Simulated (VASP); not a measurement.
# Be2Si (I4_1/amd) in VASP: further runs, part 2 of 2

VASP 6.6.1. The steps go on from the part before.

### 4 Single point, PBE

This run uses another cell than the first one, of the same volume but with other edges.

INCAR

```
SYSTEM = Be2Si
PREC = Accurate ; ENCUT = 520
EDIFF = 1E-7 ; ISMEAR = 0
SIGMA = 0.1 ; LREAL = .FALSE.
LASPH = .TRUE. ; NELM = 60
ALGO = Fast ; ISIF = 2
LWAVE = .FALSE. ; LCHARG = .TRUE.
GGA = PE ; LELF = .TRUE.
LVHAR = .TRUE. ; NBANDS = 17
```

KPOINTS

```
regular mesh
0
G
  16 16 16
  0 0 0
```

POSCAR

```
Be2Si
1.0
   -1.7537298038      1.7537298038      5.4766539494
    1.7537298038     -1.7537298038      5.4766539494
    1.7537298038      1.7537298038     -5.4766539494
Be Si
4 2
Direct
    0.4083832644      0.4083832644      0.0000000000
    0.1583832644      0.6583832644      0.5000000000
    0.3416167356      0.8416167356      0.5000000000
    0.5916167356      0.5916167356      0.0000000000
    0.0000000000      0.0000000000      0.0000000000
    0.7500000000      0.2500000000      0.5000000000
```

Potentials or basis: VASP PAW PBE potentials, release 64 (Be, Si).

Run with:

```sh
> cat potpaw_PBE.64/Be/POTCAR potpaw_PBE.64/Si/POTCAR > POTCAR
> mpirun -np 1 vasp_std > vasp.out
```

OUTCAR:

```text
SYSTEM = Be2Si
   PREC = Accurate
   ENCUT = 520
   EDIFF = 1E-7
   ISMEAR = 0
   LREAL = .FALSE.
   LASPH = .TRUE.
   NELM = 60
   ISIF = 2
   GGA = PE

 ion  position               nearest neighbor table
   1  0.408  0.408  0.000-   3 1.90   3 1.90   4 2.01   6 2.47   6 2.47   5 2.68   5 2.68   5 2.68
                             5 2.68
   2  0.158  0.658  0.500-   4 1.90   4 1.90   3 2.01   5 2.47   5 2.47   6 2.68   6 2.68   6 2.68
                             6 2.68
   3  0.342  0.842  0.500-   1 1.90   1 1.90   2 2.01   5 2.47   5 2.47   6 2.68   6 2.68   6 2.68
                             6 2.68
   4  0.592  0.592  0.000-   2 1.90   2 1.90   1 2.01   6 2.47   6 2.47   5 2.68   5 2.68   5 2.68
                             5 2.68
   5  0.000  0.000  0.000-   3 2.47   2 2.47   2 2.47   3 2.47   4 2.68   1 2.68   1 2.68   4 2.68
                             4 2.68   1 2.68   4 2.68   1 2.68
   6  0.750  0.250  0.500-   4 2.47   1 2.47   1 2.47   4 2.47   3 2.68   2 2.68   3 2.68   2 2.68
                             3 2.68   2 2.68   3 2.68   2 2.68

  LATTYP: Found a body centered tetragonal cell.
 ALAT       =     3.5074596076
 C/A-ratio  =     3.1228607380

  Lattice vectors:

 A1 = (  -1.7537298038,   1.7537298038,   5.4766539494)
[... 190 lines left out ...]

 val. band max:        7.1330753841   @ k =  -0.2500   0.4375   0.2500
 cond. band min:       7.1478684792   @ k =   0.5000   0.0625   0.0000
 fundamental gap:      0.0147930951
 Fermi energy:         7.1343289266

 k-point     1 :       0.0000    0.0000    0.0000
  band No.  band energies     occupation
      1      -4.8548      2.00000
      2      -1.3531      2.00000
      3       0.3629      2.00000
      4       5.1947      2.00000
      5       5.1947      2.00000
      6       5.5393      2.00000
[... 457 lines left out ...]
      4       4.8097      2.00000
      5       4.9129      2.00000
      6       5.1618      2.00000
[... 9 lines left out ...]
     16      14.4483      0.00000
     17      14.7468      0.00000

 [... further k-points ...]
[... 5 lines left out ...]
  --------------------------------------------------------------------------------------
  -------------------------------------------------------------------------------------
  Total        0.0393006      0.0393006      0.0004133      0.0000000     -0.0000000      0.0000000
  in kB        0.9345631      0.9345631      0.0098272      0.0000000     -0.0000000      0.0000000
  external PRESSURE =       0.6263178 kB  Pullay stress =       0.0000000 kB

 VOLUME and BASIS-vectors are now :
 -----------------------------------------------------------------------------
  energy-cutoff  :      520.00
  volume of cell :       67.38
      direct lattice vectors                 reciprocal lattice vectors
    -1.753729804  1.753729804  5.476653949     0.000000000  0.285106633  0.091296621
     1.753729804 -1.753729804  5.476653949     0.285106633  0.000000000  0.091296621
     1.753729804  1.753729804 -5.476653949     0.285106633  0.285106633  0.000000000

 POSITION                                       TOTAL-FORCE (eV/Angst)
 -----------------------------------------------------------------------------------
      0.00000      0.00000      4.47315        -0.000000     -0.000000      0.003553
      1.75373     -0.00000      1.73482         0.000000      0.000000      0.003553
      1.75373     -0.00000      3.74183         0.000000      0.000000     -0.003553
      0.00000      0.00000      6.48016         0.000000      0.000000     -0.003553
      0.00000      0.00000      0.00000        -0.000000     -0.000000      0.000000
     -0.00000      1.75373      2.73833        -0.000000     -0.000000      0.000000
 -----------------------------------------------------------------------------------
    total drift:                                0.000000     -0.000000      0.000000

  FREE ENERGIE OF THE ION-ELECTRON SYSTEM (eV)
  ---------------------------------------------------
  free  energy   TOTEN  =       -22.0049856787 eV

  energy  without entropy=      -21.9976937578  energy(sigma->0) =      -22.00133972
```

OSZICAR:

```text
N       E                     dE             d eps       ncg     rms          rms(c)
DAV:   1     0.154611006407E+02    0.15461E+02   -0.59939E+03 11866   0.771E+02
DAV:   2    -0.219177414384E+02   -0.37379E+02   -0.34010E+02 15670   0.129E+02
DAV:   3    -0.233007971826E+02   -0.13831E+01   -0.13495E+01 16724   0.211E+01
DAV:   4    -0.233146791297E+02   -0.13882E-01   -0.13855E-01 14949   0.259E+00
DAV:   5    -0.233148723377E+02   -0.19321E-03   -0.19315E-03 16970   0.284E-01    0.564E+00
RMM:   6    -0.220711927837E+02    0.12437E+01   -0.12821E+00 12168   0.455E+00    0.240E+00
RMM:   7    -0.220098449785E+02    0.61348E-01   -0.42262E-01 13176   0.244E+00    0.795E-01
RMM:   8    -0.220057047127E+02    0.41403E-02   -0.31249E-02 13777   0.117E+00    0.226E-01
RMM:   9    -0.220048886292E+02    0.81608E-03   -0.58558E-03 14954   0.434E-01    0.946E-02
RMM:  10    -0.220050173743E+02   -0.12875E-03   -0.10828E-03 14882   0.221E-01    0.507E-02
RMM:  11    -0.220049861912E+02    0.31183E-04   -0.17636E-04 14762   0.110E-01    0.170E-02
RMM:  12    -0.220049864244E+02   -0.23321E-06   -0.51456E-05 14283   0.463E-02    0.493E-03
RMM:  13    -0.220049856847E+02    0.73972E-06   -0.10752E-05 15010   0.204E-02    0.128E-03
RMM:  14    -0.220049856240E+02    0.60677E-07   -0.26974E-06 14988   0.106E-02    0.514E-04
RMM:  15    -0.220049856787E+02   -0.54690E-07   -0.58907E-07 11956   0.521E-03
   1 F= -.22004986E+02 E0= -.22001340E+02  d E =-.729192E-02
```

stdout:

```text
POSCAR found type information on POSCAR BeSi
 POSCAR found :  2 types and       6 ions
 scaLAPACK will be used
 LDA part: xc-table for (Slater+PW92), standard interpolation
 POSCAR, INCAR and KPOINTS ok, starting setup
 FFT: planning ... GRIDC
 FFT: planning ... GRID_SOFT
 FFT: planning ... GRID
 WAVECAR not read
 entering main loop
```

Wall time 10 min (1 thread of Intel Xeon 6975P-C (Granite Rapids), shared host); peak memory 0.54 GiB.

Results:

| Property | Result |
| --- | --- |
| Free energy | -22.0050 eV |
| Pressure | 0.1 GPa |
| Largest force | 0.004 eV/Å |
| Band gap on the k mesh | zero (band 8 reaches 9.04 eV, above the bottom of band 9 at 4.98 eV) |

Forces on the atoms (eV/Å):
```
Be   0.000  0.000  0.004
Be   0.000  0.000  0.004
Be   0.000  0.000 -0.004
Be   0.000  0.000 -0.004
Si   0.000  0.000  0.000
Si   0.000  0.000  0.000
```

### 5 Overview

```tsv
task	cell	k mesh	cutoff (eV)	gap on the mesh (eV)	pressure (GPa)
single point	a = 6.248 Å, angles 148.3, 148.3, 45.5°, 6 atoms	8 × 8 × 8	520	none	-0.1
relaxation of cell and atoms	relaxed from a = 6.139 Å, angles 149.1, 149.1, 44.3°, 6 atoms	8 × 8 × 8	600	none	0.0
single point	a = 6.012 Å, angles 146.1, 146.1, 48.7°, 6 atoms	16 × 16 × 16	520	none	0.1
```

Alike in all rows: level PBE; potentials or basis VASP PAW PBE potentials, release 64 (Be, Si); no spin polarisation; smearing gaussian 0.1 eV.

Total energies depend on the potentials used, so only differences within one code and one set of settings carry meaning.
